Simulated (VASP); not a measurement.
# In (I4/mmm) in VASP: settings compared

In is run at these levels: PBEsol, PBE; tasks: relaxation of cell and atoms, single point.

Program: VASP 6.6.1. These are calculated values, not measurements. Logs are shortened: lines on timing, memory, paths and dates and some standing lists are left out, and cuts for length are marked.

## Step 1: The cell of the first run

The structure is tetragonal, space group I4/mmm (No. 139). The conventional cell has a = 3.251 Å, b = 3.251 Å, c = 4.947 Å, α = 90.00°, β = 90.00°, γ = 90.00°. In (site symmetry 4/mmm) has 12 In at 3.25 to 3.38 Å within 4.3 Å.

## Step 2: Relaxation of cell and atoms, PBEsol, target pressure 5 GPa, at which the enthalpy is minimised

INCAR

```
SYSTEM = In
PREC = Accurate
ENCUT = 600
EDIFF = 1E-7
ISMEAR = -1
SIGMA = 0.05
LREAL = .FALSE.
LASPH = .TRUE.
NELM = 100
ALGO = Fast
ISIF = 3
LWAVE = .FALSE.
LCHARG = .FALSE.
GGA = PS
IBRION = 2
NSW = 60
EDIFFG = -0.01
PSTRESS = 50.0
```

KPOINTS

```
regular mesh
0
G
  11 11 11
  0 0 0
```

POSCAR

```
In
1.0
   -1.6254700000      1.6254700000      2.4737000000
    1.6254700000     -1.6254700000      2.4737000000
    1.6254700000      1.6254700000     -2.4737000000
In
1
Direct
    0.0000000000      0.0000000000      0.0000000000
```

Potentials or basis: VASP PAW PBE potentials, release 64 (In_d).

Run with:

```console
cat potpaw_PBE.64/In_d/POTCAR > POTCAR
mpirun -np 1 vasp_std > vasp.out
```

OUTCAR:

```text
SYSTEM = In
   PREC = Accurate
   ENCUT = 600
   EDIFF = 1E-7
   ISMEAR = -1
   LREAL = .FALSE.
   LASPH = .TRUE.
   NELM = 100
   ISIF = 3
   GGA = PS
   IBRION = 2
   NSW = 60
   EDIFFG = -0.01
   PSTRESS = 50.0

 ion  position               nearest neighbor table
   1  0.000  0.000  0.000-

  LATTYP: Found a body centered tetragonal cell.
 ALAT       =     3.2509400000
 C/A-ratio  =     1.5218367611

  Lattice vectors:

 A1 = (  -1.6254700000,   1.6254700000,   2.4737000000)
 A2 = (   1.6254700000,  -1.6254700000,   2.4737000000)
 A3 = (   1.6254700000,   1.6254700000,  -2.4737000000)

Analysis of symmetry for initial positions (statically):
=====================================================================
 Subroutine PRICEL returns:
 Original cell was already a primitive cell.

 Routine SETGRP: Setting up the symmetry group for a
 body centered tetragonal supercell.

 Subroutine GETGRP returns: Found 16 space group operations
 (whereof 16 operations were pure point group operations)
 out of a pool of 16 trial point group operations.

The static configuration has the point symmetry D_4h.

Analysis of symmetry for dynamics (positions and initial velocities):
=====================================================================
 Subroutine PRICEL returns:
 Original cell was already a primitive cell.

 Routine SETGRP: Setting up the symmetry group for a
 body centered tetragonal supercell.

 Subroutine GETGRP returns: Found 16 space group operations
 (whereof 16 operations were pure point group operations)
 out of a pool of 16 trial point group operations.

The dynamic configuration has the point symmetry D_4h.

 Subroutine INISYM returns: Found 16 space group operations
 (whereof 16 operations are pure point group operations),
 and found     1 'primitive' translations

----------------------------------------------------------------------------------------

                                     Primitive cell

  volume of cell :      26.1436

  direct lattice vectors                    reciprocal lattice vectors
    -1.625470000  1.625470000  2.473700000     0.000000000  0.307603339  0.202126369
     1.625470000 -1.625470000  2.473700000     0.307603339  0.000000000  0.202126369
     1.625470000  1.625470000 -2.473700000     0.307603339  0.307603339  0.000000000

  length of vectors
[... 89 lines left out ...]
   TEBEG  =    0.0;   TEEND  =   0.0 temperature during run
   PSTRESS=   50.0 pullay stress
   NELECT =      13.0000    total number of electrons
   NUPDOWN=      -1.0000    fix difference up-down
   EMIN   =  10.00;   EMAX   =-10.00  energy-range for DOS
   EFERMI =   0.00;   METHOD = LEGACY
   ISMEAR =    -1;   SIGMA  =   0.05  broadening in eV -4-tet -1-fermi 0-gaus
   EFERMI_NEDOS =   21; number of points for ismear=-14 and -15
   IALGO  =     68    algorithm
   IMIX   =      4    mixing-type and parameters
     AMIX     =   0.40;   BMIX     =  1.00
     AMIX_MAG =   1.60;   BMIX_MAG =  1.00
  volume/ion in A,a.u.               =      26.14       176.43
  Fermi-wavevector in a.u.,A,eV,Ry     =   1.296983  2.450943 22.887245  1.682165
  Thomas-Fermi vector in A             =   2.428405
   LORBIT       =      0    0 simple, 1 ext, 2 COOP (PROOUT), +10 PAW based schemes
   GGA     = PS    functional components
   LHFCALC =     F    Hartree Fock is set to
   AEXX    =    0.0000 exact exchange contribution
   IVDW    =     0    specifies the selected vdW correction
   LEPSILON=     F    determine dielectric tensor
   LRPA    =     F    only Hartree local field effects (RPA)
 conjugate gradient relaxation of ions
 non-spin polarized calculation
 RMM-DIIS sequential band-by-band and
  energy-cutoff  :      600.00
  volume of cell :       26.14
 maximum number of plane-waves:       901
   NGX = 13   NGY = 13   NGZ = 13

--------------------------------------- Ionic step        1  -------------------------------------------

 number of electron      13.0000006 magnetization

 Free energy of the ion-electron system (eV)
  ---------------------------------------------------
  ext. energy  EPLUGINS =         0.00000000
  ---------------------------------------------------
  free energy    TOTEN  =        -2.98272545 eV

  energy without entropy =       -2.97879043  energy(sigma->0) =       -2.98075794

------------------------ aborting loop because EDIFF is reached ----------------------------------------

  FORCE on cell =-STRESS in cart. coord.  units (eV):
  Direction    XX          YY          ZZ          XY          YZ          ZX
  --------------------------------------------------------------------------------------
  -------------------------------------------------------------------------------------
  Total       -0.1313248     -0.1313248     -0.2018334      0.0000000     -0.0000000      0.0000000
  in kB       -8.0480818     -8.0480818    -12.3691147      0.0000000     -0.0000000      0.0000000
  external PRESSURE =     -59.4884261 kB  Pullay stress =      50.0000000 kB
[... 283 lines left out ...]
--------------------------------------- Ionic step        9  -------------------------------------------

 number of electron      13.0000001 magnetization

 Free energy of the ion-electron system (eV)
  ---------------------------------------------------
  ext. energy  EPLUGINS =         0.00000000
  ---------------------------------------------------
  free energy    TOTEN  =        -2.95548181 eV

  energy without entropy =       -2.95137764  energy(sigma->0) =       -2.95342972

 E-fermi :   8.7273     XC(G=0): -10.9482

 val. band max:        8.7066707793   @ k =  -0.1818   0.3636   0.0909
 cond. band min:       8.7470049259   @ k =   0.2727   0.1818   0.0909
 fundamental gap:      0.0403341466
 Fermi energy:         8.7272669695

 k-point     1 :       0.0000    0.0000    0.0000
  band No.  band energies     occupation
      1      -6.0469      2.00000
      2      -5.9670      2.00000
      3      -5.9670      2.00000
      4      -5.7998      2.00000
      5      -5.7207      2.00000
      6      -1.6882      2.00000
      7      20.2352      0.00000
      8      20.2352      0.00000
      9      20.3571      0.00000
     10      20.4532      0.00000
[... 287 lines left out ...]
 k-point    24 :      -0.1818    0.1818    0.0000
  band No.  band energies     occupation
      1      -6.0618      2.00000
      2      -5.8889      2.00000
      3      -5.8513      2.00000
      4      -5.8478      2.00000
      5      -5.7164      2.00000
      6      -0.5921      2.00000
      7      16.5941      0.00000
      8      16.7196      0.00000
      9      17.8305      0.00000
     10      18.4556      0.00000

 [... further k-points ...]
[... 5 lines left out ...]
  --------------------------------------------------------------------------------------
  -------------------------------------------------------------------------------------
  Total        0.7350699      0.7350699      0.7371157      0.0000000     -0.0000000      0.0000000
  in kB       50.3269837     50.3269837     50.4670558      0.0000000     -0.0000000      0.0000000
  external PRESSURE =       0.3736744 kB  Pullay stress =      50.0000000 kB
[... 20 lines left out ...]
  energy  without entropy=       -2.9513776418  energy(sigma->0) =       -2.95342972

  enthalpy is  TOTEN    =        -2.2251878191 eV   P V=        0.7302939871

 reached required accuracy - stopping structural energy minimisation
```

It took 4.6 min on 1 thread of Intel Xeon Platinum 8488C (Sapphire Rapids), shared host; peak memory 0.2 GiB.

What came out:

```yaml
Free_energy: -2.9555 eV
Relaxed_volume: 23.40 Å³/atom
Relaxed_cell: a = 3.235 Å, b = 3.235 Å, c = 3.235 Å, α = 121.43°, β = 121.43°, γ = 87.55°
Space_group_after_relaxing_to_0.05_Å: I4/mmm (No. 139)
Energy_change_on_relaxing_the_enthalpy_is_what_falls: +27.2 meV/atom
Ionic_steps: 9
Pressure_after_relaxing: 5.0 GPa
```

Step by step:
| step | energy change (eV) | largest force (eV/Å) | pressure (GPa) | volume (Å³) |
| --- | --- | --- | --- | --- |
| 1 | 0.0000 | 0.0000 | -0.95 | 26.14 |
| 2 | 0.0589 | 0.0000 | 7.52 | 22.64 |
| 3 | 0.0293 | 0.0000 | 5.00 | 23.41 |
| 4 | 0.0309 | 0.0000 | 5.20 | 23.35 |
| 5 | 0.0305 | 0.0000 | 5.19 | 23.34 |
| 6 | 0.0303 | 0.0000 | 5.27 | 23.31 |
| 7 | 0.0305 | 0.0000 | 5.30 | 23.30 |
| 8 | 0.0239 | 0.0000 | 4.66 | 23.51 |
| 9 | 0.0272 | 0.0000 | 5.04 | 23.40 |

Final structure:
```
In
1.0
    -1.58255    1.58255    2.33594
     1.58255   -1.58255    2.33594
     1.58255    1.58255   -2.33594
In
1
Direct
  0.00000 0.00000 0.00000
```

Caveat: the cell is relaxed towards a set pressure, so the enthalpy falls and the energy may rise; the PAW data sets were made with another functional, which shifts forces and pressure a little; spin-orbit coupling is left out, which moves the levels of the heavy elements.

## Step 3: Relaxation of cell and atoms, PBEsol, target pressure 10 GPa, at which the enthalpy is minimised

INCAR

```
SYSTEM = In
PREC = Accurate ; ENCUT = 600
EDIFF = 1E-6 ; ISMEAR = -1
SIGMA = 0.05 ; LREAL = .False.
LASPH = .True. ; NELM = 60
ALGO = Fast ; ISIF = 3
LWAVE = .False. ; LCHARG = .False.
GGA = PS ; IBRION = 2
NSW = 60 ; EDIFFG = -0.01
PSTRESS = 100.0
```

KPOINTS

```
Automatic mesh
0
Gamma
  11 11 11
  0 0 0
```

POSCAR is that of step 2.

Potentials or basis: VASP PAW PBE potentials, release 64 (In_d).

Run with:

```console
cat potpaw_PBE.64/In_d/POTCAR > POTCAR
mpirun -np 1 vasp_std > vasp.out
```

It took 4 min on 1 thread of Intel Xeon Platinum 8488C (Sapphire Rapids), shared host; peak memory 0.2 GiB.

It converged, with:

* Free energy: -2.8904 eV
* Relaxed volume: 21.98 Å³/atom
* Relaxed cell: a = 3.169 Å, b = 3.169 Å, c = 3.169 Å, α = 121.47°, β = 121.47°, γ = 87.47°
* Space group after relaxing (to 0.05 Å): I4/mmm (No. 139)
* Energy change on relaxing (the enthalpy is what falls): +92.4 meV/atom
* Ionic steps: 9
* Pressure after relaxing: 10.0 GPa

Step by step:
| step | energy change (eV) | largest force (eV/Å) | pressure (GPa) | volume (Å³) |
| --- | --- | --- | --- | --- |
| 1 | 0.0000 | 0.0000 | -0.90 | 26.14 |
| 2 | 0.2814 | 0.0000 | 20.68 | 19.97 |
| 3 | 0.0934 | 0.0000 | 10.25 | 22.01 |
| 4 | 0.0887 | 0.0000 | 9.49 | 22.08 |
| 5 | 0.0885 | 0.0000 | 9.69 | 22.07 |
| 6 | 0.0892 | 0.0000 | 9.79 | 22.04 |
| 7 | 0.0898 | 0.0000 | 9.83 | 22.03 |
| 8 | 0.0960 | 0.0000 | 10.29 | 21.93 |
| 9 | 0.0924 | 0.0000 | 10.02 | 21.98 |

Final structure:
```xyz
1
Lattice="-1.5492 1.5492 2.2898 1.5492 -1.5492 2.2898 1.5492 1.5492 -2.2898" Properties=species:S:1:pos:R:3 pbc="T T T"
In    0.0000    0.0000    0.0000
```

Levels at points of the mesh, in eV from the Fermi level:
| k point | band 4 | band 5 | band 6 | band 7 | band 8 | band 9 |
| --- | --- | --- | --- | --- | --- | --- |
| (0.00, 0.00, 0.00) | -14.63 | -14.54 | -10.95 | 11.79 | 12.05 | 12.05 |

Caveat: the cell is relaxed towards a set pressure, so the enthalpy falls and the energy may rise; the volume moved by over 15 % at a fixed basis, so the end points are rough; the PAW data sets were made with another functional, which shifts forces and pressure a little; spin-orbit coupling is left out, which moves the levels of the heavy elements.

(Continued in part 2 of 2.)
